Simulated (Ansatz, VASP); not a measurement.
**Ti: VASP beside Ansatz**

Contents of POSCAR:

```
Ti
1.0
    2.9499978600      0.0000000000      0.0000000000
   -1.4749989300      2.5547730900      0.0000000000
    0.0000000000      0.0000000000      4.6860000000
Ti
2
Direct
    0.3333333300      0.6666666700      0.2500000000
    0.6666666700      0.3333333300      0.7500000000
```

File INCAR.step1:

```
SYSTEM = Ti
PREC = Accurate ; ENCUT = 520
ISMEAR = -1 ; SIGMA = 0.1
LREAL = .FALSE. ; LASPH = .TRUE.
NELM = 60 ; NBANDS = 19
GGA = PE ; ALGO = Normal
EDIFF = 1E-4 ; LWAVE = .TRUE.
LCHARG = .FALSE.
```

File INCAR.step2:

```
SYSTEM = Ti
PREC = Accurate ; ENCUT = 520
EDIFF = 1E-6 ; ISMEAR = -1
SIGMA = 0.1 ; LREAL = .FALSE.
LASPH = .TRUE. ; NELM = 60
ALGO = Normal ; ISIF = 2
LWAVE = .FALSE. ; LCHARG = .FALSE.
METAGGA = R2SCAN ; LMIXTAU = .TRUE.
NBANDS = 19 ; ISTART = 1
```

File KPOINTS:

```
Automatic mesh
0
G
  11 11 6
  0 0 0
```

Input for Ansatz:

```yaml
crystal:
  lattice:
    - [2.94999786, 0.0, 0.0]
    - [-1.47499893, 2.55477309, 0.0]
    - [0.0, 0.0, 4.686]
  atoms:
    - { symbol: Ti, position: [0.33333333, 0.66666667, 0.25] }
    - { symbol: Ti, position: [0.66666667, 0.33333333, 0.75] }
hamiltonian:
  xc: r2scan
  pseudopotentials: { kind: paw }
basis:
  ecutwfc: 500
kpoints:
  mp_grid: { grid: [11, 11, 6] }
scf:
  occupations: { method: fermi_dirac, width: 0.1 }
  lower_state_search: "off"
output:
  forces: true
  stress: true
  write_density: true
  write_potential: true
  elf: true
  volumetric_format: npy
```

Alike in both runs: task single point; functional r2SCAN; k mesh 11 × 11 × 6; occupations fermi-dirac, width 0.1 eV; no spin polarisation.

```csv
,VASP,Ansatz
version,VASP 6.6.1,Ansatz 0.2.0
potentials or method,"VASP PAW PBE potentials, release 64 (Ti_sv), cutoff 520 eV","PAW, plane waves, scalar-relativistic"
valence electrons in the cell,24,24
```

VASP gave:

| Quantity | Value |
| --- | --- |
| pressure (GPa) | -1.8 |
| traceless stress, the component that is largest in VASP (GPa) | -0.38 |

Question: Estimate Ansatz's values.

Answer: Pressure (GPa): -2.1; traceless stress, the component that is largest in VASP (GPa): -0.39.

VASP's potentials were made for PBE, not for r2SCAN.
